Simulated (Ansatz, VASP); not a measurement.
**Two plane-wave programs on Sn**

Contents of INCAR:

```
ALGO     = Fast           # electronic algorithm
EDIFF    = 1E-7           # SCF threshold, eV
ENCUT    = 520            # plane-wave cutoff, eV
GGA      = PS             # functional
ISIF     = 2              # what is computed and relaxed
ISMEAR   = 0              # smearing method
LASPH    = T              # aspherical terms in the spheres
LCHARG   = F              # write CHGCAR
LREAL    = F              # projectors in reciprocal space
LWAVE    = F              # write WAVECAR
NBANDS   = 21             # bands
NELM     = 60             # most SCF steps
PREC     = Accurate       # precision mode
SIGMA    = 0.15           # smearing width, eV
```

Contents of KPOINTS:

```
k-points
0
Gamma
  14 14 14
```

The input POSCAR:

```
Sn
1.0
    0.0000000000      3.4262734383      2.9123324225
    3.4262734383      0.0000000000      2.9123324225
    3.4262734383      3.4262734383      0.0000000000
Sn
2
Direct
    0.5000000000      0.5000000000      0.5000000000
    0.7500000000      0.7500000000      0.7500000000
```

Input for Ansatz:

```yaml
crystal:
  lattice:
    - [0.0, 3.4262734383, 2.9123324225]
    - [3.4262734383, 0.0, 2.9123324225]
    - [3.4262734383, 3.4262734383, 0.0]
  atoms:
    - { symbol: Sn, position: [0.5, 0.5, 0.5] }
    - { symbol: Sn, position: [0.75, 0.75, 0.75] }
basis:
  ecutwfc: 420
kpoints:
  mp_grid: { grid: [14, 14, 14] }
hamiltonian:
  xc: pbesol
scf:
  occupations: { method: gaussian, width: 0.15 }
output:
  forces: true
  stress: true
  eigenvalues: true
```

Alike in both runs: task single point; functional PBEsol; k mesh 14 × 14 × 14; occupations gaussian, width 0.15 eV; no spin polarisation.

```csv
,VASP,Ansatz
version,VASP 6.6.1,Ansatz 0.2.0
potentials or method,"VASP PAW PBE potentials, release 64 (Sn_d), cutoff 520 eV","scalar-relativistic, plane waves, PAW"
valence electrons in the cell,28,28
```

```csv
,VASP,Ansatz,Ansatz less VASP
gap on the k mesh at the Fermi level (eV),none,none,-
pressure (GPa),0.6,0.6,+0.07
"traceless stress, the component that is largest in VASP (GPa)",2.15,2.15,-0.003
```

VASP's potentials were made for PBE, not for PBEsol. A gap of «none» marks a metal or a gap that the smearing closes. With one functional, cell and mesh, what is left measures potentials, basis and numerics.
